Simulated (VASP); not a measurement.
A run of VASP 6.6.1 is set up as follows.

File INCAR:

```
SYSTEM = AlSn
ALGO = Normal ; EDIFF = 1E-7
ENCUT = 520 ; GGA = PS
ISIF = 2 ; ISMEAR = -1
LASPH = .TRUE. ; LCHARG = .TRUE.
LELF = .TRUE. ; LREAL = .FALSE.
LVHAR = .TRUE. ; LWAVE = .FALSE.
NBANDS = 16 ; NELM = 60
PREC = Accurate ; SIGMA = 0.05
```

Contents of KPOINTS:

```
k-points
0
G
  11 11 12
  0 0 0
```

The input POSCAR:

```
AlSn
1.0
    4.1699295612      0.0000000000      0.0000000000
   -2.0849647806      3.6112649320      0.0000000000
    0.0000000000      0.0000000000      3.2846527272
Al Sn
1 1
Direct
    0.0000000000      0.0000000000      0.0000000000
    0.3333333333      0.6666666667      0.5000000000
```

Potentials or basis: VASP PAW PBE potentials, release 64 (Al, Sn_d).

The run is started by

```console
$ cat potpaw_PBE.64/Al/POTCAR potpaw_PBE.64/Sn_d/POTCAR > POTCAR
$ mpirun -np 1 vasp_std > vasp.out
```

Q: Predict the pressure.

A: -1.1 GPa.

Stress tensor (GPa, compression positive):
```
-0.68  0.00  0.00
 0.00 -0.68  0.00
 0.00  0.00 -1.91
```

Caveat: the PAW data sets were made with another functional, which shifts forces and pressure a little.
